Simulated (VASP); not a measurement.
# LiF (I4mm) in VASP: a series of runs

Runs on LiF. Level: PBE. Tasks: single point.

Program: VASP 6.6.1. These are calculated values, not measurements. Logs are shortened: lines on timing, memory, paths and dates and some standing lists are left out, and cuts for length are marked.

### 1 The cell of the first run

It takes space group I4mm (No. 107, tetragonal). Conventional cell: a = 2.848 Å, b = 2.848 Å, c = 4.028 Å, α = 90.00°, β = 90.00°, γ = 90.00°. Li (site symmetry 4mm) has 6 F at 1.95 to 2.08 Å within 2.6 Å. Within 2.6 Å of F (site symmetry 4mm) lie 6 Li at 1.95 to 2.08 Å.

### 2 Single point, PBE

Input file INCAR:

```
ALGO = Normal ; EDIFF = 1E-6
ENCUT = 520 ; GGA = PE
ISIF = 2 ; ISMEAR = 0
LASPH = T ; LCHARG = F
LREAL = F ; LWAVE = F
NBANDS = 12 ; NELM = 80
PREC = Accurate ; SIGMA = 0.05
```

Input file KPOINTS:

```
k-points
0
Gamma
  10 10 10
```

Input file POSCAR:

```
LiF
1.0
    0.0000000000      2.0140000000      2.0140000000
    2.0140000000      0.0000000000      2.0140000000
    2.0140000000      2.0140000000      0.0000000000
Li F
1 1
Direct
    0.0000000000      0.0000000000      0.0000000000
    0.4844836147      0.4844836147      0.5155163853
```

Potentials or basis: VASP PAW PBE potentials, release 64 (Li_sv, F).

The run is started by

```bash
$ cat potpaw_PBE.64/Li_sv/POTCAR potpaw_PBE.64/F/POTCAR > POTCAR
$ mpirun -np 1 vasp_std > vasp.out
```

OUTCAR:

```text
EDIFF = 1E-6
   ENCUT = 520
   GGA = PE
   ISIF = 2
   ISMEAR = 0
   LASPH = T
   LREAL = F
   NELM = 80
   PREC = Accurate

 ion  position               nearest neighbor table
   1  0.000  0.000  0.000-   2 1.95   2 2.01   2 2.01   2 2.01   2 2.01   2 2.08
   2  0.484  0.484  0.516-   1 1.95   1 2.01   1 2.01   1 2.01   1 2.01   1 2.08

  LATTYP: Found a face centered cubic cell.
 ALAT       =     4.0280000000

  Lattice vectors:

 A1 = (   0.0000000000,   2.0140000000,   2.0140000000)
 A2 = (   2.0140000000,   0.0000000000,   2.0140000000)
 A3 = (   2.0140000000,   2.0140000000,   0.0000000000)

Analysis of symmetry for initial positions (statically):
=====================================================================
 Subroutine PRICEL returns:
 Original cell was already a primitive cell.

 Routine SETGRP: Setting up the symmetry group for a
 face centered cubic supercell.

 Subroutine GETGRP returns: Found  8 space group operations
 (whereof  8 operations were pure point group operations)
 out of a pool of 48 trial point group operations.

The static configuration has the point symmetry C_4v.

Analysis of symmetry for dynamics (positions and initial velocities):
=====================================================================
 Subroutine PRICEL returns:
 Original cell was already a primitive cell.

 Routine SETGRP: Setting up the symmetry group for a
 face centered cubic supercell.

 Subroutine GETGRP returns: Found  8 space group operations
 (whereof  8 operations were pure point group operations)
 out of a pool of 48 trial point group operations.

The dynamic configuration has the point symmetry C_4v.

 Subroutine INISYM returns: Found  8 space group operations
 (whereof  8 operations are pure point group operations),
 and found     1 'primitive' translations

----------------------------------------------------------------------------------------

                                     Primitive cell

  volume of cell :      16.3384

  direct lattice vectors                    reciprocal lattice vectors
     0.000000000  2.014000000  2.014000000    -0.248262165  0.248262165  0.248262165
     2.014000000  0.000000000  2.014000000     0.248262165 -0.248262165  0.248262165
     2.014000000  2.014000000  0.000000000     0.248262165  0.248262165 -0.248262165

  length of vectors
     2.848226115  2.848226115  2.848226115     0.430002683  0.430002683  0.430002683

  position of ions in fractional coordinates (direct lattice)
     0.000000000  0.000000000  0.000000000
     0.484483615  0.484483615  0.515516385

  ion indices of the primitive-cell ions
   primitive index   ion index
                 1           1
                 2           2

----------------------------------------------------------------------------------------

 KPOINTS: k-points

Automatic generation of k-mesh.
 Grid dimensions read from file:
 generate k-points for:   10   10   10

 Generating k-lattice:

  Cartesian coordinates                     Fractional coordinates (reciprocal lattice)
    -0.024826216  0.024826216  0.024826216     0.100000000  0.000000000  0.000000000
     0.024826216 -0.024826216  0.024826216     0.000000000  0.100000000  0.000000000
     0.024826216  0.024826216 -0.024826216     0.000000000  0.000000000  0.100000000

  Length of vectors
     0.043000268  0.043000268  0.043000268

  Shift w.r.t. Gamma in fractional coordinates (k-lattice)
     0.000000000  0.000000000  0.000000000

 Subroutine IBZKPT returns following result:
 ===========================================

 Found    102 irreducible k-points:

 Following reciprocal coordinates:
            Coordinates               Weight
  0.000000  0.000000  0.000000      1.000000
  0.100000  0.000000  0.000000      8.000000
  0.200000  0.000000  0.000000      8.000000
  0.300000  0.000000  0.000000      8.000000
  0.400000  0.000000  0.000000      8.000000
  0.500000  0.000000  0.000000      4.000000
[... 16 lines left out ...]
 -0.100000  0.100000  0.000000      4.000000
  0.000000 -0.100000  0.100000      8.000000
 [... further k-points ...]
   k-points           NKPTS =    102   k-points in BZ     NKDIM =    102   number of bands    NBANDS=     12
   number of dos      NEDOS =    301   number of ions     NIONS =      2
   total plane-waves  NPLWV =  13824
   dimension x,y,z NGX =    24 NGY =   24 NGZ =   24
   dimension x,y,z NGXF=    48 NGYF=   48 NGZF=   48
   ions per type =               1   1
   NGX,Y,Z   is equivalent  to a cutoff of  14.01, 14.01, 14.01 a.u.
   NGXF,Y,Z  is equivalent  to a cutoff of  28.02, 28.02, 28.02 a.u.
 SYSTEM =  unknown system
   PREC   = accura    normal or accurate (medium, high low for compatibility)
   ISTART =      0    job   : 0-new  1-cont  2-samecut
   ICHARG =      2    charge: 1-file 2-atom 10-const
   ISPIN  =      1    spin polarized calculation?
   LNONCOLLINEAR =      F non collinear calculations
   LSORBIT =      F    spin-orbit coupling
   LASPH  =      T    aspherical Exc in radial PAW
   ENCUT  =  520.0 eV  38.22 Ry    6.18 a.u.   5.30  5.30  5.30*2*pi/ulx,y,z
   NELM   =     80;   NELMIN=  2; NELMDL= -5     # of ELM steps
   EDIFF  = 0.1E-05   stopping-criterion for ELM
   LREAL  =      F    real-space projection
   EDIFFG = 0.1E-04   stopping-criterion for IOM
   NSW    =      0    number of steps for IOM
   IBRION =     -1    ionic relax: 0-MD 1-quasi-New 2-CG
   NFREE  =      0    steps in history (QN), initial steepest desc. (CG)
   ISIF   =      2    stress and relaxation
   ISYM   =      2    0-nonsym 1-usesym 2-fastsym
   POTIM  = 0.5000    time-step for ionic-motion
   TEBEG  =    0.0;   TEEND  =   0.0 temperature during run
   PSTRESS=    0.0 pullay stress
   NELECT =      10.0000    total number of electrons
   NUPDOWN=      -1.0000    fix difference up-down
   EMIN   =  10.00;   EMAX   =-10.00  energy-range for DOS
   EFERMI =   0.00;   METHOD = LEGACY
   ISMEAR =     0;   SIGMA  =   0.05  broadening in eV -4-tet -1-fermi 0-gaus
   EFERMI_NEDOS =   21; number of points for ismear=-14 and -15
   IALGO  =     38    algorithm
   IMIX   =      4    mixing-type and parameters
     AMIX     =   0.40;   BMIX     =  1.00
     AMIX_MAG =   1.60;   BMIX_MAG =  1.00
  volume/ion in A,a.u.               =       8.17        55.13
  Fermi-wavevector in a.u.,A,eV,Ry     =   1.389970  2.626662 26.286674  1.932016
  Thomas-Fermi vector in A             =   2.513950
   LORBIT       =      0    0 simple, 1 ext, 2 COOP (PROOUT), +10 PAW based schemes
   GGA     = PE    functional components
   LHFCALC =     F    Hartree Fock is set to
   AEXX    =    0.0000 exact exchange contribution
   IVDW    =     0    specifies the selected vdW correction
   LEPSILON=     F    determine dielectric tensor
   LRPA    =     F    only Hartree local field effects (RPA)
 non-spin polarized calculation
 Gauss-broadening in eV      SIGMA  =   0.05
  energy-cutoff  :      520.00
  volume of cell :       16.34
 maximum number of plane-waves:       459
 NGX is ok and might be reduce to    24
   NGX = 11   NGY = 11   NGZ = 11

 number of electron      10.0000000 magnetization

 number of electron       9.9999996 magnetization

 Free energy of the ion-electron system (eV)
  ---------------------------------------------------
  ext. energy  EPLUGINS =         0.00000000
  ---------------------------------------------------
  free energy    TOTEN  =        -9.63422547 eV

  energy without entropy =       -9.63422547  energy(sigma->0) =       -9.63422547

 E-fermi :  -0.5875     XC(G=0):  -9.9807

 val. band max:       -1.0190230233   @ k =   0.0000   0.0000   0.0000
 cond. band min:       8.0623439763   @ k =   0.0000   0.0000   0.0000
 fundamental gap:      9.0813669996
 Fermi energy:        -0.5874631196

 k-point     1 :       0.0000    0.0000    0.0000
  band No.  band energies     occupation
      1     -41.9357      2.00000
      2     -20.9948      2.00000
      3      -1.0258      2.00000
      4      -1.0190      2.00000
      5      -1.0190      2.00000
      6       8.0623      0.00000
      7      22.6869      0.00000
      8      22.6869      0.00000
      9      22.9813      0.00000
     10      23.3110      0.00000
     11      23.5765      0.00000
     12      23.5766      0.00000

 k-point     2 :       0.1000    0.0000    0.0000
  band No.  band energies     occupation
      1     -41.9300      2.00000
      2     -20.9552      2.00000
      3      -1.3093      2.00000
      4      -1.0461      2.00000
      5      -1.0421      2.00000
      6       8.3563      0.00000
      7      20.2493      0.00000
      8      21.6487      0.00000
      9      21.7190      0.00000
     10      24.1952      0.00000
     11      24.4003      0.00000
     12      24.5783      0.00000

 k-point     3 :       0.2000    0.0000    0.0000
  band No.  band energies     occupation
      1     -41.9153      2.00000
      2     -20.8511      2.00000
      3      -1.9980      2.00000
      4      -1.1057      2.00000
      5      -1.1012      2.00000
      6       9.0088      0.00000
      7      17.7973      0.00000
      8      20.1907      0.00000
      9      20.2267      0.00000
     10      25.2946      0.00000
     11      25.7087      0.00000
     12      25.7822      0.00000

 k-point     4 :       0.3000    0.0000    0.0000
  band No.  band energies     occupation
      1     -41.8972      2.00000
      2     -20.7172      2.00000
      3      -2.7605      2.00000
      4      -1.1769      2.00000
      5      -1.1719      2.00000
      6       9.5608      0.00000
      7      16.3159      0.00000
      8      18.9558      0.00000
      9      18.9891      0.00000
     10      26.6898      0.00000
     11      27.3825      0.00000
     12      27.4189      0.00000

 k-point     5 :       0.4000    0.0000    0.0000
  band No.  band energies     occupation
      1     -41.8825      2.00000
      2     -20.6045      2.00000
      3      -3.3285      2.00000
      4      -1.2326      2.00000
      5      -1.2272      2.00000
      6       9.7541      0.00000
      7      15.7731      0.00000
      8      18.1563      0.00000
      9      18.1979      0.00000
     10      28.2841      0.00000
     11      29.1219      0.00000
     12      29.1372      0.00000
[... 228 lines left out ...]
      1     -41.9058      2.00000
      2     -20.7767      2.00000
      3      -2.2909      2.00000
      4      -1.4132      2.00000
      5      -1.0665      2.00000
      6       9.4857      0.00000
      7      16.8947      0.00000
      8      19.3507      0.00000
      9      19.7072      0.00000
     10      25.2968      0.00000
     11      25.5646      0.00000
     12      28.3659      0.00000

 k-point    22 :       0.0000   -0.2000    0.1000
  band No.  band energies     occupation
      1     -41.9057      2.00000
      2     -20.7770      2.00000
      3      -2.2883      2.00000
      4      -1.4096      2.00000
      5      -1.0706      2.00000
      6       9.4831      0.00000
      7      16.8719      0.00000
      8      19.3164      0.00000
      9      19.7769      0.00000
     10      25.1915      0.00000
     11      25.6817      0.00000
     12      28.3355      0.00000

 k-point    23 :      -0.1000    0.1000    0.0000
  band No.  band energies     occupation
      1     -41.9215      2.00000
      2     -20.8938      2.00000
      3      -1.6454      2.00000
      4      -1.2338      2.00000
      5      -1.0227      2.00000
      6       8.7931      0.00000
      7      18.7855      0.00000
      8      20.2568      0.00000
      9      21.0697      0.00000
     10      24.0618      0.00000
     11      24.6242      0.00000
     12      26.8973      0.00000

 k-point    24 :       0.0000   -0.1000    0.1000
  band No.  band energies     occupation
      1     -41.9215      2.00000
      2     -20.8941      2.00000
      3      -1.6447      2.00000
      4      -1.2293      2.00000
      5      -1.0263      2.00000
      6       8.7907      0.00000
      7      18.7617      0.00000
      8      20.2628      0.00000
      9      21.1093      0.00000
     10      23.9723      0.00000
     11      24.7033      0.00000
     12      26.8821      0.00000

 [... further k-points ...]

------------------------ aborting loop because EDIFF is reached ----------------------------------------

  FORCE on cell =-STRESS in cart. coord.  units (eV):
  Direction    XX          YY          ZZ          XY          YZ          ZX
  --------------------------------------------------------------------------------------
  -------------------------------------------------------------------------------------
  Total        0.1644221      0.1644221      0.2257433      0.0000000      0.0000000      0.0000000
  in kB       16.1236126     16.1236126     22.1369125      0.0000000      0.0000000      0.0000000
  external PRESSURE =      18.1280459 kB  Pullay stress =       0.0000000 kB

 VOLUME and BASIS-vectors are now :
 -----------------------------------------------------------------------------
  energy-cutoff  :      520.00
  volume of cell :       16.34
      direct lattice vectors                 reciprocal lattice vectors
     0.000000000  2.014000000  2.014000000    -0.248262165  0.248262165  0.248262165
     2.014000000  0.000000000  2.014000000     0.248262165 -0.248262165  0.248262165
     2.014000000  2.014000000  0.000000000     0.248262165  0.248262165 -0.248262165

 POSITION                                       TOTAL-FORCE (eV/Angst)
 -----------------------------------------------------------------------------------
      0.00000      0.00000      0.00000         0.000000      0.000000     -0.108974
      2.01400      2.01400      1.95150         0.000000      0.000000      0.108974
 -----------------------------------------------------------------------------------
    total drift:                               -0.000000     -0.000000      0.000652

  FREE ENERGIE OF THE ION-ELECTRON SYSTEM (eV)
  ---------------------------------------------------
  free  energy   TOTEN  =        -9.6342254723 eV

  energy  without entropy=       -9.6342254723  energy(sigma->0) =       -9.63422547
```

Wall time 8.5 s (1 thread of Intel Xeon 6975P-C (Granite Rapids), shared host); peak memory 0.13 GiB.

Results:

```
Free energy            : -9.6342 eV
Largest force          : 0.109 eV/Å
Band gap on the k mesh : 9.08 eV, direct
```

Forces in eV/Å, atoms in the order of the input:
```
Li   0.000  0.000 -0.109
F    0.000  0.000  0.109
```

Levels at points of the mesh, in eV from the valence-band top:
```tsv
k point	band 1	band 2	band 3	band 4	band 5	band 6	band 7	band 8	band 9	band 10
(0.00, 0.00, 0.00)	-40.92	-19.98	-0.01	0.00	0.00	9.08	23.71	23.71	24.00	24.33
(0.50, 0.00, 0.00)	-40.86	-19.54	-2.52	-0.23	-0.23	10.78	16.71	18.90	18.95	30.34
(0.50, 0.50, 0.00)	-40.84	-19.28	-3.00	-1.00	-1.00	14.77	16.47	17.50	20.24	20.24
(0.00, 0.50, 0.50)	-40.84	-19.28	-3.01	-1.00	-1.00	14.81	16.43	17.35	20.28	20.39
```

Caveat: the cell differs from its parent crystal (all F atoms moved +0.062 Å, as atom 2 towards its neighbour atom 1 (Li) at 2.014 Å); the cutoff is under 1.25 times the usual one of these potentials, so pressure, stress and relaxed cells hold a basis-set (Pulay) error.

### 3 Single point, PBE

Input file INCAR:

```
SYSTEM = LiF
ALGO = Normal
EDIFF = 1E-6
ENCUT = 520
GGA = PE
ISIF = 2
ISMEAR = -5
LASPH = .True.
LCHARG = .False.
LREAL = .False.
LWAVE = .False.
NBANDS = 12
NELM = 100
PREC = Accurate
SIGMA = 0.05
```

Input file KPOINTS:

```
k-points
0
Gamma
  10 10 10
  0 0 0
```

POSCAR is that of step 2.

Potentials or basis: VASP PAW PBE potentials, release 64 (Li_sv, F).

The run is started by

```bash
$ cat potpaw_PBE.64/Li_sv/POTCAR potpaw_PBE.64/F/POTCAR > POTCAR
$ mpirun -np 1 vasp_std > vasp.out
```

Wall time 8.6 s (1 thread of Intel Xeon 6975P-C (Granite Rapids), shared host); peak memory 0.14 GiB.

It converged, with:

* Free energy: -9.6342 eV
* Largest force: 0.109 eV/Å
* Band gap on the k mesh: 9.08 eV, direct

Forces on the atoms (eV/Å):
```
Li   0.000  0.000 -0.109
F    0.000  0.000  0.109
```

Levels at points of the mesh, in eV from the valence-band top:
```
           k point  band 3  band 4  band 5  band 6  band 7  band 8
(0.00, 0.00, 0.00)   -0.01    0.00    0.00    9.08   23.71   23.71
(0.50, 0.00, 0.00)   -2.52   -0.23   -0.23   10.78   16.71   18.90
(0.50, 0.50, 0.00)   -3.00   -1.00   -1.00   14.77   16.47   17.50
(0.00, 0.50, 0.50)   -3.01   -1.00   -1.00   14.81   16.43   17.35
```

Caveat: the cutoff is under 1.25 times the usual one of these potentials, so pressure, stress and relaxed cells hold a basis-set (Pulay) error.
